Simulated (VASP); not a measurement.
# HgTe (I-4m2) in VASP: further runs

Runs on HgTe. Level: PBE. Tasks: single point.

Everything below comes from runs of VASP 6.6.1. Logs are shortened: lines on timing, memory, paths and dates and some standing lists are left out, and cuts for length are marked.

## (1) The cell of the first run

The structure is tetragonal, space group I-4m2 (No. 119). Conventional cell: a = 4.702 Å, b = 4.702 Å, c = 6.982 Å, α = 90.00°, β = 90.00°, γ = 90.00°. Within 3.9 Å of Hg (site symmetry -4m2) lie 4 Te at 2.93 Å. Within 3.9 Å of Te (site symmetry -4m2) lie 4 Hg at 2.93 Å.

## (2) Single point, PBE (strain +0.000 along x and y, +0.050 along z)

The input, INCAR:

```
PREC = Accurate
ENCUT = 520
EDIFF = 1E-6
ISMEAR = 0
SIGMA = 0.15
LREAL = F
LASPH = T
NELM = 80
ALGO = Normal
ISIF = 2
LWAVE = F
LCHARG = F
GGA = PE
NBANDS = 16
```

The input, KPOINTS:

```
regular mesh
0
Gamma
  16 16 16
```

The input, POSCAR:

```
HgTe
1.0
    0.0000000000      3.3247980866      3.4910379909
    3.3247980866      0.0000000000      3.4910379909
    3.3247980866      3.3247980866      0.0000000000
Hg Te
1 1
Direct
    0.0000000000      0.0000000000      0.0000000000
    0.7500000000      0.7500000000      0.7500000000
```

Potentials or basis: VASP PAW PBE potentials, release 64 (Hg, Te).

On the command line:

```console
$ cat potpaw_PBE.64/Hg/POTCAR potpaw_PBE.64/Te/POTCAR > POTCAR
$ mpirun -np 1 vasp_std > vasp.out
```

OUTCAR:

```text
PREC = Accurate
   ENCUT = 520
   EDIFF = 1E-6
   ISMEAR = 0
   LREAL = F
   LASPH = T
   NELM = 80
   ISIF = 2
   GGA = PE

 ion  position               nearest neighbor table
   1  0.000  0.000  0.000-   2 2.93   2 2.93   2 2.93   2 2.93
   2  0.750  0.750  0.750-   1 2.93   1 2.93   1 2.93   1 2.93

  LATTYP: Found a body centered tetragonal cell.
 ALAT       =     4.7019745462
 C/A-ratio  =     1.4849242405

  Lattice vectors:

 A1 = (  -3.3247980866,   0.0000000000,   3.4910379909)
 A2 = (   3.3247980866,   0.0000000000,   3.4910379909)
 A3 = (   0.0000000000,   3.3247980866,  -3.4910379909)

Analysis of symmetry for initial positions (statically):
=====================================================================
 Subroutine PRICEL returns:
 Original cell was already a primitive cell.

 Routine SETGRP: Setting up the symmetry group for a
 body centered tetragonal supercell.

 Subroutine GETGRP returns: Found  8 space group operations
 (whereof  8 operations were pure point group operations)
 out of a pool of 16 trial point group operations.

The static configuration has the point symmetry D_2d.

Analysis of symmetry for dynamics (positions and initial velocities):
=====================================================================
 Subroutine PRICEL returns:
 Original cell was already a primitive cell.

 Routine SETGRP: Setting up the symmetry group for a
 body centered tetragonal supercell.

 Subroutine GETGRP returns: Found  8 space group operations
 (whereof  8 operations were pure point group operations)
 out of a pool of 16 trial point group operations.

The dynamic configuration has the point symmetry D_2d.

 Subroutine INISYM returns: Found  8 space group operations
 (whereof  8 operations are pure point group operations),
 and found     1 'primitive' translations

----------------------------------------------------------------------------------------

                                     Primitive cell

  volume of cell :      77.1818

  direct lattice vectors                    reciprocal lattice vectors
     0.000000000  3.324798087  3.491037991    -0.150385072  0.150385072  0.143223878
     3.324798087  0.000000000  3.491037991     0.150385072 -0.150385072  0.143223878
     3.324798087  3.324798087  0.000000000     0.150385072  0.150385072 -0.143223878

  length of vectors
     4.820957226  4.820957226  4.701974546     0.256406745  0.256406745  0.256406745

  position of ions in fractional coordinates (direct lattice)
     0.000000000  0.000000000  0.000000000
     0.750000000  0.750000000  0.750000000

  ion indices of the primitive-cell ions
   primitive index   ion index
                 1           1
                 2           2

----------------------------------------------------------------------------------------

 KPOINTS: regular mesh

Automatic generation of k-mesh.
 Grid dimensions read from file:
 generate k-points for:   16   16   16

 Generating k-lattice:

  Cartesian coordinates                     Fractional coordinates (reciprocal lattice)
    -0.009399067  0.009399067  0.008951492     0.062500000  0.000000000  0.000000000
     0.009399067 -0.009399067  0.008951492     0.000000000  0.062500000  0.000000000
     0.009399067  0.009399067 -0.008951492     0.000000000  0.000000000  0.062500000

  Length of vectors
     0.016025422  0.016025422  0.016025422

  Shift w.r.t. Gamma in fractional coordinates (k-lattice)
     0.000000000  0.000000000  0.000000000

 Subroutine IBZKPT returns following result:
 ===========================================

 Found    349 irreducible k-points:

 Following reciprocal coordinates:
            Coordinates               Weight
  0.000000  0.000000  0.000000      1.000000
  0.062500 -0.000000  0.000000      8.000000
  0.125000 -0.000000  0.000000      8.000000
  0.187500 -0.000000  0.000000      8.000000
  0.250000 -0.000000  0.000000      8.000000
  0.312500 -0.000000  0.000000      8.000000
[... 16 lines left out ...]
 -0.125000  0.062500  0.000000      8.000000
 -0.062500  0.062500  0.000000      4.000000
 [... further k-points ...]
   k-points           NKPTS =    349   k-points in BZ     NKDIM =    349   number of bands    NBANDS=     16
   number of dos      NEDOS =    301   number of ions     NIONS =      2
   total plane-waves  NPLWV =  46656
   dimension x,y,z NGX =    36 NGY =   36 NGZ =   36
   dimension x,y,z NGXF=    72 NGYF=   72 NGZF=   72
   ions per type =               1   1
   NGX,Y,Z   is equivalent  to a cutoff of  12.41, 12.41, 12.73 a.u.
   NGXF,Y,Z  is equivalent  to a cutoff of  24.83, 24.83, 25.46 a.u.
 SYSTEM =  unknown system
   PREC   = accura    normal or accurate (medium, high low for compatibility)
   ISTART =      0    job   : 0-new  1-cont  2-samecut
   ICHARG =      2    charge: 1-file 2-atom 10-const
   ISPIN  =      1    spin polarized calculation?
   LNONCOLLINEAR =      F non collinear calculations
   LSORBIT =      F    spin-orbit coupling
   LASPH  =      T    aspherical Exc in radial PAW
   ENCUT  =  520.0 eV  38.22 Ry    6.18 a.u.   8.96  8.96  8.74*2*pi/ulx,y,z
   NELM   =     80;   NELMIN=  2; NELMDL= -5     # of ELM steps
   EDIFF  = 0.1E-05   stopping-criterion for ELM
   LREAL  =      F    real-space projection
   EDIFFG = 0.1E-04   stopping-criterion for IOM
   NSW    =      0    number of steps for IOM
   IBRION =     -1    ionic relax: 0-MD 1-quasi-New 2-CG
   NFREE  =      0    steps in history (QN), initial steepest desc. (CG)
   ISIF   =      2    stress and relaxation
   ISYM   =      2    0-nonsym 1-usesym 2-fastsym
   POTIM  = 0.5000    time-step for ionic-motion
   TEBEG  =    0.0;   TEEND  =   0.0 temperature during run
   PSTRESS=    0.0 pullay stress
   NELECT =      18.0000    total number of electrons
   NUPDOWN=      -1.0000    fix difference up-down
   EMIN   =  10.00;   EMAX   =-10.00  energy-range for DOS
   EFERMI =   0.00;   METHOD = LEGACY
   ISMEAR =     0;   SIGMA  =   0.15  broadening in eV -4-tet -1-fermi 0-gaus
   EFERMI_NEDOS =   21; number of points for ismear=-14 and -15
   IALGO  =     38    algorithm
   IMIX   =      4    mixing-type and parameters
     AMIX     =   0.40;   BMIX     =  1.00
     AMIX_MAG =   1.60;   BMIX_MAG =  1.00
  volume/ion in A,a.u.               =      38.59       260.42
  Fermi-wavevector in a.u.,A,eV,Ry     =   1.007691  1.904259 13.815910  1.015441
  Thomas-Fermi vector in A             =   2.140511
   LORBIT       =      0    0 simple, 1 ext, 2 COOP (PROOUT), +10 PAW based schemes
   GGA     = PE    functional components
   LHFCALC =     F    Hartree Fock is set to
   AEXX    =    0.0000 exact exchange contribution
   IVDW    =     0    specifies the selected vdW correction
   LEPSILON=     F    determine dielectric tensor
   LRPA    =     F    only Hartree local field effects (RPA)
 non-spin polarized calculation
 Gauss-broadening in eV      SIGMA  =   0.15
  energy-cutoff  :      520.00
  volume of cell :       77.18
 maximum number of plane-waves:      2104
   NGX = 17   NGY = 17   NGZ = 17

 number of electron      18.0000002 magnetization

 Free energy of the ion-electron system (eV)
  ---------------------------------------------------
  ext. energy  EPLUGINS =         0.00000000
  ---------------------------------------------------
  free energy    TOTEN  =        -3.63003634 eV

  energy without entropy =       -3.62954642  energy(sigma->0) =       -3.62979138

 E-fermi :   1.9219     XC(G=0):  -8.1476

 val. band max:        1.8334505670   @ k =   0.0000   0.0000   0.0000
 cond. band min:       1.9960979423   @ k =   0.0625  -0.0000   0.0000
 fundamental gap:      0.1626473752
 Fermi energy:         1.9219250689

 k-point     1 :       0.0000    0.0000    0.0000
  band No.  band energies     occupation
      1      -9.3386      2.00000
      2      -4.8810      2.00000
      3      -4.8706      2.00000
      4      -4.8706      2.00000
      5      -4.5045      2.00000
      6      -4.4836      2.00000
[... 8 lines left out ...]
     15      10.8073      0.00000
     16      11.3356      0.00000

 k-point     2 :       0.0625   -0.0000    0.0000
  band No.  band energies     occupation
      1      -9.3238      2.00000
      2      -4.8767      2.00000
      3      -4.8665      2.00000
      4      -4.8639      2.00000
      5      -4.5045      2.00000
      6      -4.4843      2.00000
[... 8 lines left out ...]
     15      10.5542      0.00000
     16      11.1011      0.00000

 k-point     3 :       0.1250   -0.0000    0.0000
  band No.  band energies     occupation
      1      -9.2811      2.00000
      2      -4.8648      2.00000
      3      -4.8548      2.00000
      4      -4.8418      2.00000
      5      -4.5042      2.00000
      6      -4.4860      2.00000
[... 8 lines left out ...]
     15      10.2751      0.00000
     16      10.7026      0.00000

 k-point     4 :       0.1875   -0.0000    0.0000
  band No.  band energies     occupation
      1      -9.2158      2.00000
      2      -4.8482      2.00000
      3      -4.8378      2.00000
      4      -4.7986      2.00000
      5      -4.5025      2.00000
      6      -4.4878      2.00000
[... 8 lines left out ...]
     15      10.1952      0.00000
     16      10.4415      0.00000

 k-point     5 :       0.2500   -0.0000    0.0000
  band No.  band energies     occupation
      1      -9.1368      2.00000
      2      -4.8304      2.00000
      3      -4.8186      2.00000
      4      -4.7271      2.00000
      5      -4.4982      2.00000
      6      -4.4885      2.00000
[... 8 lines left out ...]
     15      10.2670      0.00000
     16      10.3675      0.00000

 k-point     6 :       0.3125   -0.0000    0.0000
  band No.  band energies     occupation
      1      -9.0554      2.00000
      2      -4.8145      2.00000
      3      -4.8008      2.00000
      4      -4.6226      2.00000
      5      -4.4904      2.00000
      6      -4.4874      2.00000
[... 8 lines left out ...]
     15      10.5016      0.00000
     16      10.5063      0.00000

 k-point     7 :       0.3750   -0.0000    0.0000
  band No.  band energies     occupation
      1      -8.9844      2.00000
      2      -4.8027      2.00000
      3      -4.7869      2.00000
      4      -4.5055      2.00000
      5      -4.4849      2.00000
      6      -4.4625      2.00000
[... 8 lines left out ...]
     15      10.8388      0.00000
     16      10.9353      0.00000

 k-point     8 :       0.4375   -0.0000    0.0000
  band No.  band energies     occupation
      1      -8.9360      2.00000
      2      -4.7958      2.00000
      3      -4.7784      2.00000
      4      -4.4833      2.00000
      5      -4.4822      2.00000
      6      -4.3377      2.00000
[... 8 lines left out ...]
     15      11.2750      0.00000
     16      11.4508      0.00000

 k-point     9 :       0.5000   -0.0000    0.0000
  band No.  band energies     occupation
      1      -8.9187      2.00000
      2      -4.7936      2.00000
      3      -4.7756      2.00000
      4      -4.4810      2.00000
      5      -4.4799      2.00000
      6      -4.2712      2.00000
[... 8 lines left out ...]
     15      11.5356      0.00000
     16      11.7066      0.00000
[... 172 lines left out ...]
 k-point    19 :      -0.3750    0.0625    0.0000
  band No.  band energies     occupation
      1      -8.9565      2.00000
      2      -4.7945      2.00000
      3      -4.7814      2.00000
      4      -4.5049      2.00000
      5      -4.4889      2.00000
      6      -4.4001      2.00000
[... 8 lines left out ...]
     15      10.6885      0.00000
     16      11.5420      0.00000

 k-point    20 :      -0.3125    0.0625    0.0000
  band No.  band energies     occupation
      1      -9.0196      2.00000
      2      -4.8036      2.00000
      3      -4.7953      2.00000
      4      -4.5873      2.00000
      5      -4.4932      2.00000
      6      -4.4655      2.00000
[... 8 lines left out ...]
     15      10.2942      0.00000
     16      11.0713      0.00000

 k-point    21 :      -0.2500    0.0625    0.0000
  band No.  band energies     occupation
      1      -9.0975      2.00000
      2      -4.8177      2.00000
      3      -4.8131      2.00000
      4      -4.6934      2.00000
      5      -4.4951      2.00000
      6      -4.4832      2.00000
[... 8 lines left out ...]
     15      10.0868      0.00000
     16      10.6884      0.00000

 k-point    22 :      -0.1875    0.0625    0.0000
  band No.  band energies     occupation
      1      -9.1777      2.00000
      2      -4.8358      2.00000
      3      -4.8324      2.00000
      4      -4.7724      2.00000
      5      -4.4942      2.00000
      6      -4.4923      2.00000
[... 8 lines left out ...]
     15      10.0905      0.00000
     16      10.5012      0.00000

 k-point    23 :      -0.1250    0.0625    0.0000
  band No.  band energies     occupation
      1      -9.2480      2.00000
      2      -4.8544      2.00000
      3      -4.8497      2.00000
      4      -4.8228      2.00000
      5      -4.4979      2.00000
      6      -4.4913      2.00000
[... 8 lines left out ...]
     15      10.2875      0.00000
     16      10.5336      0.00000

 k-point    24 :      -0.0625    0.0625    0.0000
  band No.  band energies     occupation
      1      -9.2989      2.00000
      2      -4.8691      2.00000
      3      -4.8618      2.00000
      4      -4.8514      2.00000
      5      -4.5016      2.00000
      6      -4.4875      2.00000
[... 8 lines left out ...]
     15      10.6406      0.00000
     16      10.6991      0.00000

 [... further k-points ...]
[... 5 lines left out ...]
  --------------------------------------------------------------------------------------
  -------------------------------------------------------------------------------------
  Total       -0.5641998     -0.5641998     -0.9572887      0.0000000      0.0000000     -0.0000000
  in kB      -11.7119280    -11.7119280    -19.8718539      0.0000000      0.0000000     -0.0000000
  external PRESSURE =     -14.4319033 kB  Pullay stress =       0.0000000 kB

 VOLUME and BASIS-vectors are now :
 -----------------------------------------------------------------------------
  energy-cutoff  :      520.00
  volume of cell :       77.18
      direct lattice vectors                 reciprocal lattice vectors
     0.000000000  3.324798087  3.491037991    -0.150385072  0.150385072  0.143223878
     3.324798087  0.000000000  3.491037991     0.150385072 -0.150385072  0.143223878
     3.324798087  3.324798087  0.000000000     0.150385072  0.150385072 -0.143223878

 POSITION                                       TOTAL-FORCE (eV/Angst)
 -----------------------------------------------------------------------------------
      0.00000      0.00000      0.00000         0.000000      0.000000      0.000000
      4.98720      4.98720      5.23656        -0.000000     -0.000000     -0.000000
 -----------------------------------------------------------------------------------
    total drift:                                0.000000      0.000000      0.000000

  FREE ENERGIE OF THE ION-ELECTRON SYSTEM (eV)
  ---------------------------------------------------
  free  energy   TOTEN  =        -3.6300363445 eV

  energy  without entropy=       -3.6295464191  energy(sigma->0) =       -3.62979138
```

It took 4.9 min on 1 thread of AMD EPYC 7R13 (Zen 3), shared host; peak memory 0.52 GiB.

Results:

```yaml
Free_energy: -3.6300 eV
Pressure: -1.4 GPa
Band_gap_on_the_k_mesh: zero (filled and empty bands touch)
```

Stress tensor (GPa, compression positive):
```
-1.17  0.00  0.00
 0.00 -1.17  0.00
 0.00  0.00 -1.99
```

Levels at points of the mesh, in eV from the Fermi level:
```csv
k point,band 5,band 6,band 7,band 8,band 9,band 10,band 11,band 12,band 13,band 14
"(0.00, 0.00, 0.00)",-6.43,-6.41,-1.17,-0.24,-0.09,-0.09,4.31,4.31,4.33,6.37
"(0.50, 0.00, 0.00)",-6.40,-6.19,-4.80,-0.98,-0.79,0.55,4.91,5.12,6.56,7.59
"(0.50, 0.50, 0.00)",-6.37,-6.14,-5.00,-1.77,-1.77,1.96,2.80,7.45,8.16,8.16
"(0.50, 0.00, 0.50)",-6.37,-6.08,-4.80,-1.98,-1.89,1.66,2.63,7.71,8.02,8.23
```

Caveat: the cell differs from its parent crystal (strain +0.000 along x and y, +0.050 along z); spin-orbit coupling is left out, which moves the levels of the heavy elements.

(Continued in part 2 of 2.)
